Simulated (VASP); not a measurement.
The system is BaTiO3.

```xyz
5
Lattice="3.9998 0.0000 0.0000 0.0000 3.9998 0.0000 0.0000 0.0000 3.9376" Properties=species:S:1:pos:R:3 pbc="T T T"
Ba    0.0000    0.0000   -0.0117
Ti    1.9999    1.9999    1.9005
O     1.9999    1.9999    0.0877
O     1.9999    0.0000    2.0201
O     0.0000    1.9999    2.0201
```

This cell differs from its parent crystal: z stretched by -2 %.

```yaml
Program: VASP 6.6.1
Task: relaxation of the atoms
Functional: PBE
Potentials_or_basis: VASP PAW PBE potentials, release 64 (Ba_sv, Ti_sv, O)
Cutoff: 520 eV
k_mesh: 8 × 8 × 8
Occupations: fermi-dirac, width 0.02 eV
Spin: no spin polarisation
```

At the start: pressure 9.0 GPa; volume 12.60 Å³/atom.

How do energy, volume and symmetry change on relaxing?

Over 8 steps the energy falls by 3.4 meV/atom; space group P4mm (No. 99, to 0.1 Å) before, Pm-3m (No. 221, to 0.1 Å).

The path:
```
step  energy change (eV)  largest force (eV/Å)  pressure (GPa)
   1              0.0000                0.5112            8.99
   2             -0.0134                0.1242            8.05
   3             -0.0143                0.1144            7.77
   4             -0.0161                0.0727            7.72
   5             -0.0169                0.0579            7.67
   6             -0.0169                0.0546            7.67
   7             -0.0171                0.0231            7.61
   8             -0.0172                0.0155            7.57
```

Final structure:
```
Ba Ti O
1.0
     3.99980    0.00000    0.00000
     0.00000    3.99980    0.00000
     0.00000    0.00000    3.93764
Ba Ti O
1 1 3
Direct
  0.00000 0.00000 0.00289
  0.50000 0.50000 0.49460
  0.50000 0.50000 0.01224
  0.50000 0.00000 0.50914
  0.00000 0.50000 0.50914
```

Caveat: the cell differs from its parent crystal (z stretched by -2 %).
